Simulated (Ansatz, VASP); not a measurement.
# SnSe in VASP and in Ansatz

```
CELL_PARAMETERS angstrom
0.00000 3.01000 3.10030
3.01000 0.00000 3.10030
3.01000 3.01000 0.00000
ATOMIC_POSITIONS crystal
Sn 0.00000 0.00000 0.00000
Se 0.50000 0.50000 0.50000
```

Change from the starting cell: z stretched by +3 %, ions relaxed.

Alike in both runs: functional PBE; k mesh 13 × 13 × 13; occupations fermi-dirac, width 0.02 eV; no spin polarisation.

Ansatz relaxed the structure, and its values are those at the end. VASP's run is a single point on that final structure, the one shown.

|  | VASP | Ansatz |
| --- | --- | --- |
| version | VASP 6.6.1 | Ansatz 0.2.0 |
| potentials or method | VASP PAW PBE potentials, release 64 (Sn_d, Se) | plane-wave PAW, scalar-relativistic |
| plane-wave cutoff (eV) | 500 | 420 |
| valence electrons in the cell | 20 | 30 |

|  | VASP | Ansatz | Ansatz less VASP |
| --- | --- | --- | --- |
| pressure (GPa) | -0.3 | -0.3 | +0.02 |

VASP's potentials hold 20 valence electrons a cell and Ansatz's 30, so a difference there can come from the potentials and not from the codes. Ansatz's warnings: stress scf threshold loose.
